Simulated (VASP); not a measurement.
# H5C10N in VASP: a series of runs, part 2 of 2

VASP 6.6.1. The steps go on from the part before.

## (4) Single point, PBE+D3(BJ)

Contents of INCAR:

```
ALGO = Normal
EDIFF = 1E-7
ENCUT = 520
GGA = PE
ISIF = 2
ISMEAR = -1
IVDW = 12
LASPH = T
LCHARG = T
LELF = T
LREAL = Auto
LVHAR = T
LWAVE = F
NBANDS = 72
NELM = 100
PREC = Accurate
SIGMA = 0.05
```

Contents of KPOINTS:

```
k-points
0
Gamma
  2 2 1
```

Contents of POSCAR:

```
H5C10N
1.0
    5.0487420000      0.0000000000      0.0000000000
    0.0000000000      5.0487420000      0.0000000000
    0.0000000000      0.0000000000     17.8355610000
H C N
10 20 2
Direct
    0.4277897346      0.0000000000      0.0560677626
    0.0722160095      0.0000000000      0.0560677626
    0.9277954786      0.0000000000      0.0560677626
    0.5722217535      0.0000000000      0.0560677626
    0.4277897346      0.5000057440      0.0560677626
    0.0722160095      0.5000057440      0.0560677626
    0.9277954786      0.5000057440      0.0560677626
    0.5722217535      0.5000057440      0.0560677626
    0.2455859301      0.4936081107      0.3464090645
    0.7563666355      0.4943805804      0.3461062985
    0.2500028720      0.0000000000      0.0916539715
    0.7500086160      0.0000000000      0.0916539715
    0.2500028720      0.5000057440      0.0916539715
    0.7500086160      0.5000057440      0.0916539715
    0.2500028720      0.2500028720      0.1416944496
    0.7500086160      0.2500028720      0.1416944496
    0.2500028720      0.7500086160      0.1416944496
    0.7500086160      0.7500086160      0.1416944496
   -0.0000396138      0.2375443229      0.1870813035
    0.4998076749      0.2213818809      0.1887465160
   -0.0001386484      0.7563864424      0.1958222677
    0.5002830408      0.7739353685      0.1931085879
   -0.0004159452      0.0106363130      0.2465972335
    0.5004216892      0.0015251324      0.2522712910
    0.0001386484      0.4950342085      0.2447413905
    0.4996492195      0.4934298485      0.2436032149
    0.2420404925      0.0970142661      0.2889844620
    0.7580106094      0.0987968884      0.2889564281
    0.2494482784      0.4238283517      0.2877117238
    0.7503057197      0.4235906687      0.2875715544
    0.6278791826      0.2180939331      0.4599855312
    0.5060666598      0.3998421785      0.4614432930
```

Potentials or basis: VASP PAW PBE potentials, release 64 (H, C, N).

Command:

```
cat potpaw_PBE.64/H/POTCAR potpaw_PBE.64/C/POTCAR potpaw_PBE.64/N/POTCAR > POTCAR
mpirun -np 1 vasp_std > vasp.out
```

OUTCAR:

```text
EDIFF = 1E-7
   ENCUT = 520
   GGA = PE
   ISIF = 2
   ISMEAR = -1
   IVDW = 12
   LASPH = T
   LREAL = Auto
   NELM = 100
   PREC = Accurate
 IVDW          = 12

 ion  position               nearest neighbor table
   1  0.428  0.000  0.056-   4 0.73  11 1.10
   2  0.072  0.000  0.056-   3 0.73  11 1.10
   3  0.928  0.000  0.056-   2 0.73  12 1.10
   4  0.572  0.000  0.056-   1 0.73  12 1.10
[... 529 lines left out ...]
  -------------------------------------------------------------------------------------
  Total      68.95777    -8.97120   -13.28034    -0.76432    -1.07488    -0.17182
  in kB     243.01924   -31.61609   -46.80222    -2.69360    -3.78807    -0.60552
  external pressure =       54.87 kB  Pullay stress =        0.00 kB

 VOLUME and BASIS-vectors are now :
 -----------------------------------------------------------------------------
  energy-cutoff  :      520.00
  volume of cell :      454.62
      direct lattice vectors                 reciprocal lattice vectors
     5.048742000  0.000000000  0.000000000     0.198069143  0.000000000  0.000000000
     0.000000000  5.048742000  0.000000000     0.000000000  0.198069143  0.000000000
     0.000000000  0.000000000 17.835561000     0.000000000  0.000000000  0.056067763

 POSITION                                       TOTAL-FORCE (eV/Angst)
 -----------------------------------------------------------------------------------
      2.15980      0.00000      1.00000        -8.941539     -0.067848      0.062760
      0.36460      0.00000      1.00000         8.913394     -0.045130     -0.025402
      4.68420      0.00000      1.00000        -8.909928     -0.045209     -0.023733
      2.88900      0.00000      1.00000         8.939993     -0.066491      0.064496
      2.15980      2.52440      1.00000        -8.997464      0.031634      0.099417
      0.36460      2.52440      1.00000         8.924026     -0.000838      0.187269
[... 24 lines left out ...]
      3.17000      1.10110      8.20410         0.781442     -1.321978      0.077687
      2.55500      2.01870      8.23010        -0.812140      1.166318      0.155314
 -----------------------------------------------------------------------------------
    total drift:                               -0.006256      0.010658      0.067174

  FREE ENERGIE OF THE ION-ELECTRON SYSTEM (eV)
  ---------------------------------------------------
  free  energy   TOTEN  =      -216.8153896657 eV

  energy  without entropy=     -216.7668818619  energy(sigma->0) =     -216.79113576
```

OSZICAR:

```text
N       E                     dE             d eps       ncg     rms          rms(c)
DAV:   1     0.692837173742E+03    0.69284E+03   -0.45230E+04   576   0.119E+03
DAV:   2    -0.139393409781E+03   -0.83223E+03   -0.79106E+03   824   0.285E+02
DAV:   3    -0.224354287564E+03   -0.84961E+02   -0.83943E+02   680   0.910E+01
[... 21 lines left out ...]
DAV:  25    -0.213450396465E+03   -0.27685E-05   -0.13422E-07   496   0.878E-04    0.157E-04
DAV:  26    -0.213450397159E+03   -0.69338E-06   -0.84475E-08   472   0.630E-04    0.211E-04
DAV:  27    -0.213450397287E+03   -0.12867E-06   -0.10148E-08   480   0.313E-04    0.902E-05
DAV:  28    -0.213450397462E+03   -0.17499E-06   -0.60601E-09   448   0.199E-04    0.332E-05
DAV:  29    -0.213450397481E+03   -0.18991E-07   -0.60268E-10   488   0.972E-05
   1 F= -.21681539E+03 E0= -.21679114E+03  d E =-.485078E-01
```

Run time: 6.3 min. Hardware: 1 thread of Intel Xeon Platinum 8375C at 2.90GHz (Ice Lake), shared host; peak memory 0.54 GiB.

Results:

| Quantity | Value |
| --- | --- |
| Free energy | -216.8154 eV |
| Largest force | 9.000 eV/Å |
| Band gap on the k mesh | 0.11 eV, indirect (least direct gap 0.25 eV) |
| Dispersion energy per atom | -0.105 eV |

Forces in eV/Å, atoms in the order of the input:
```
H   -8.942 -0.068  0.063
H    8.913 -0.045 -0.025
H   -8.910 -0.045 -0.024
H    8.940 -0.066  0.064
H   -8.997  0.032  0.099
H    8.924 -0.001  0.187
H   -8.925 -0.001  0.186
H    8.999  0.031  0.098
H    0.085  0.263 -0.302
H   -0.125  0.299 -0.365
C   -0.423 -0.180  0.261
C    0.421 -0.176  0.270
C    0.489  0.118  1.642
C   -0.488  0.114  1.632
C   -0.018 -1.835 -2.203
C   -0.017 -1.806 -2.188
C   -0.144  1.422  0.519
C    0.161  1.385  0.504
C    0.033  3.111  1.127
C    0.014  5.758  1.465
C    0.011 -1.308  0.615
C   -0.042 -5.055  2.264
C    0.101  0.922 -1.108
C   -0.068  1.566 -0.889
C   -0.043 -1.465 -2.018
C    0.045 -1.452 -1.112
C    1.344 -0.227 -1.464
C   -1.372 -0.328 -1.447
C   -0.056 -0.419  0.971
C    0.121 -0.387  0.944
N    0.781 -1.322  0.078
N   -0.812  1.166  0.155
```

Levels at points of the mesh, in eV from the valence-band top:
| k point | band 48 | band 49 | band 50 | band 51 | band 52 | band 53 |
| --- | --- | --- | --- | --- | --- | --- |
| (0.00, 0.00, 0.00) | -0.80 | -0.55 | -0.19 | 0.11 | 1.84 | 1.93 |
| (0.50, 0.00, 0.00) | -1.98 | -1.75 | -0.12 | 0.13 | 2.00 | 2.12 |
| (0.00, 0.50, 0.00) | -0.54 | -0.45 | -0.18 | 0.23 | 2.04 | 2.05 |
| (0.50, 0.50, 0.00) | -2.47 | -2.39 | 0.00 | 0.33 | 2.05 | 2.22 |

Caveat: the k points lie up to 0.62 Å⁻¹ apart; the standard files for N, O and F lose accuracy on very short bonds.
